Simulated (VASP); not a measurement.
Here is a VASP 6.6.1 calculation.

The input INCAR:

```
ALGO = Normal ; EDIFF = 1E-7
ENCUT = 520 ; GGA = PE
ISIF = 2 ; ISMEAR = -1
IVDW = 12 ; LASPH = True
LCHARG = False ; LREAL = False
LWAVE = False ; NBANDS = 55
NELM = 100 ; PREC = Accurate
SIGMA = 0.05
```

Contents of KPOINTS:

```
k-points
0
Gamma
  9 9 5
```

Contents of POSCAR:

```
Ga2O3
1.0
    6.2267755065     -1.5483330515      0.0000000000
    6.2267755065      1.5483330515      0.0000000000
   -1.4131720500      0.0000000000      5.7404290996
Ga O
4 6
Direct
    0.3413400000      0.3413400000      0.6859800000
    0.6586600000      0.6586600000      0.3140200000
    0.9095000000      0.9095000000      0.2054000000
    0.0905000000      0.0905000000      0.7946000000
    0.5041000000      0.5041000000      0.7434000000
    0.4959000000      0.4959000000      0.2566000000
    0.8267000000      0.8267000000      0.4368000000
    0.1733000000      0.1733000000      0.5632000000
    0.8355000000      0.8355000000      0.8902000000
    0.1645000000      0.1645000000      0.1098000000
```

Potentials or basis: VASP PAW PBE potentials, release 64 (Ga_d, O).

The run is started by

```sh
$ cat potpaw_PBE.64/Ga_d/POTCAR potpaw_PBE.64/O/POTCAR > POTCAR
$ mpirun -np 1 vasp_std > vasp.out
```

Problem. What does it give for the dispersion energy per atom?

Solution. -0.189 eV.

Problem. What does it give for the largest force?

Solution. 0.114 eV/Å.

Problem. What does it give for the band gap on the k mesh?

Solution. 1.90 eV (least direct gap 1.93 eV).

Forces on the atoms (eV/Å):
```
Ga   0.021  0.000  0.052
Ga  -0.021  0.000 -0.052
Ga   0.045  0.000 -0.088
Ga  -0.045  0.000  0.088
O    0.078  0.000  0.041
O   -0.078  0.000 -0.041
O   -0.015  0.000 -0.031
O    0.015  0.000  0.031
O    0.066  0.000  0.093
O   -0.066  0.000 -0.093
```

Caveat: the cell stands under tension; an odd mesh through Γ misses points on the zone boundary, where band edges can lie.
